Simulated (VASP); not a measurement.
Cd:

```xyz
1
Lattice="-1.7843 1.7843 1.7843 1.7843 -1.7843 1.7843 1.7843 1.7843 -1.7843" Properties=species:S:1:pos:R:3 pbc="T T T"
Cd    0.0000    0.0000    0.0000
```

```yaml
Program: VASP 6.6.1
Task: relaxation of cell and atoms
Functional: LDA
Potentials_or_basis: VASP PAW LDA potentials, release 64 (Cd)
Cutoff: 600 eV
k_mesh: 9 × 9 × 9
Occupations: methfessel-paxton, width 0.05 eV
Spin: no spin polarisation
```

At the start: pressure -4.4 GPa; volume 22.72 Å³/atom.

Question: Where does the relaxation end?

Answer: Over 5 steps the energy falls by 34.6 meV/atom and the volume is 20.28 Å³/atom (-10.7 %); space group Im-3m (No. 229, to 0.05 Å).

Step by step:
```
step  energy change (eV)  largest force (eV/Å)  pressure (GPa)  volume (Å³)
   1              0.0000                0.0000           -4.40        22.72
   2             -0.0326                0.0000           -1.19        20.73
   3             -0.0342                0.0000            0.69        20.11
   4             -0.0345                0.0000           -0.15        20.33
   5             -0.0346                0.0000            0.03        20.28
```

Final structure:
```
Cd
1.0
    -1.71800    1.71800    1.71800
     1.71800   -1.71800    1.71800
     1.71800    1.71800   -1.71800
Cd
1
Direct
  0.00000 0.00000 0.00000
```
